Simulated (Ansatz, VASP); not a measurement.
Two plane-wave programs on Rh

```
Rh
1.0
     2.77863    0.00000    0.00000
    -1.38931    2.40637    0.00000
     0.00000    0.00000    9.08207
Rh
4
Direct
  0.00000 0.00000 0.00000
  0.33333 0.66667 0.25000
  0.00000 0.00000 0.50000
  0.66667 0.33333 0.75000
```

Alike in both runs: task single point; functional r2SCAN; k mesh 10 × 10 × 3; no spin polarisation.

|  | VASP | Ansatz |
| --- | --- | --- |
| version | VASP 6.6.1 | Ansatz 0.2.0 |
| potentials or method | VASP PAW PBE potentials, release 64 (Rh_pv), cutoff 520 eV | plane waves, PAW |
| occupations | methfessel-paxton of order 1, width 0.1 eV | methfessel-paxton of order 1 |
| valence electrons in the cell | 60 | 68 |

Ansatz gave:

* pressure (GPa): -21.8
* traceless stress, the component that is largest in VASP (GPa): 0.40

Problem. Estimate VASP's values.

Solution. Pressure (GPa): -21.1; traceless stress, the component that is largest in VASP (GPa): 0.39.

VASP's potentials were made for PBE, not for r2SCAN. VASP's potentials hold 60 valence electrons a cell and Ansatz's 68, so a difference there can come from the potentials and not from the codes. Ansatz's warnings: structure snapped to symmetry.
